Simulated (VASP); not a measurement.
Crystal: NaB.

```
Na B
1.0
     3.79556    0.00000    0.00000
     1.89778    3.28705    0.00000
     1.89778    1.09568    3.09907
Na B
1 1
Cartesian
  0.0000 0.0000 0.0000
  3.7956 2.1914 1.5495
```

Base run:

```yaml
Program: VASP 6.6.1
Functional: PBEsol
Potentials_or_basis: VASP PAW PBE potentials, release 64 (Na_pv, B)
Cutoff: 520 eV
k_mesh: 11 × 11 × 11
Occupations: gaussian, width 0.05 eV
Spin: no spin polarisation
```

Its results: band gap on the k mesh zero (band 5 reaches 3.12 eV, above the bottom of band 6 at 0.20 eV); pressure -0.9 GPa.

Problem. The run is repeated on the same cell with these changes: functional from PBEsol to r2SCAN. What comes out?

Solution. Band gap on the k mesh zero (band 5 reaches 3.32 eV, above the bottom of band 6 at 0.26 eV); pressure -0.3 GPa.

Caveats: the PAW data sets were made with another functional, which shifts forces and pressure a little.
